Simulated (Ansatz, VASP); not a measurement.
GaSb3 in VASP and in Ansatz

```
Ga Sb
1.0
     0.00000    3.44234    3.58577
     3.44234    0.00000    3.58577
     3.44234    3.44234    0.00000
Ga Sb
1 3
Direct
  0.00000 0.00000 0.00000
  0.25000 0.25000 0.25000
  0.75000 0.75000 0.75000
  0.50000 0.50000 0.50000
```

Change from the starting cell: mode 4 frozen in at +0.000 Å, equal normal strain along x and y -0.0400.

Alike in both runs: task single point; functional PBEsol; dispersion D3(BJ); k mesh 10 × 10 × 10; occupations gaussian, width 0.15 eV; no spin polarisation.

```csv
,VASP,Ansatz
version,VASP 6.6.1,Ansatz 0.2.0
potentials or method,"VASP PAW PBE potentials, release 64 (Ga_d, Sb), cutoff 520 eV","scalar-relativistic, plane waves, PAW"
valence electrons in the cell,28,58
```

```csv
,VASP,Ansatz,Ansatz less VASP
gap on the k mesh at the Fermi level (eV),none,none,-
pressure (GPa),7.6,7.5,-0.17
"traceless stress, the component that is largest in VASP (GPa)",-2.01,-2.00,+0.008
```

VASP's potentials were made for PBE, not for PBEsol, and Ansatz warns of the same on its side. A gap of «none» marks a metal or a gap that the smearing closes. VASP's potentials hold 28 valence electrons a cell and Ansatz's 58, so a difference there can come from the potentials and not from the codes.

Neither program's run includes spin-orbit coupling.
